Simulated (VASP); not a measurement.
Here is a VASP 6.6.1 calculation.

File INCAR:

```
PREC = Accurate ; ENCUT = 520
EDIFF = 1E-6 ; ISMEAR = 0
SIGMA = 0.02 ; LREAL = False
LASPH = True ; NELM = 80
ALGO = Normal ; ISIF = 2
LWAVE = False ; LCHARG = False
GGA = PS ; ISYM = 0
NBANDS = 20
```

The input KPOINTS:

```
regular mesh
0
Gamma
  9 9 5
```

The input POSCAR:

```
MoS2
1.0
    3.1476068054      0.0000000000     -0.0000018106
   -1.5738034027      2.7259074546      0.0000000000
    1.5737997945      0.9086337350      6.2741425206
Mo S
1 2
Direct
    0.0000026007      0.0000013003     -0.0000036918
    0.5012630062      0.2506315031      0.2481068001
    0.8321343932      0.4160671966      0.7517968915
```

Potentials or basis: VASP PAW PBE potentials, release 64 (Mo_sv, S).

Run with:

```console
$ cat potpaw_PBE.64/Mo_sv/POTCAR potpaw_PBE.64/S/POTCAR > POTCAR
$ mpirun -np 1 vasp_std > vasp.out
```

(1) Predict the largest force.

(2) Predict the pressure.

Answers

(1) 0.007 eV/Å.

(2) -0.3 GPa.

Caveat: the PAW data sets were made with another functional, which shifts forces and pressure a little; this functional lacks dispersion, which binds the layers, so the pressure and a relaxed spacing across them are unreliable.
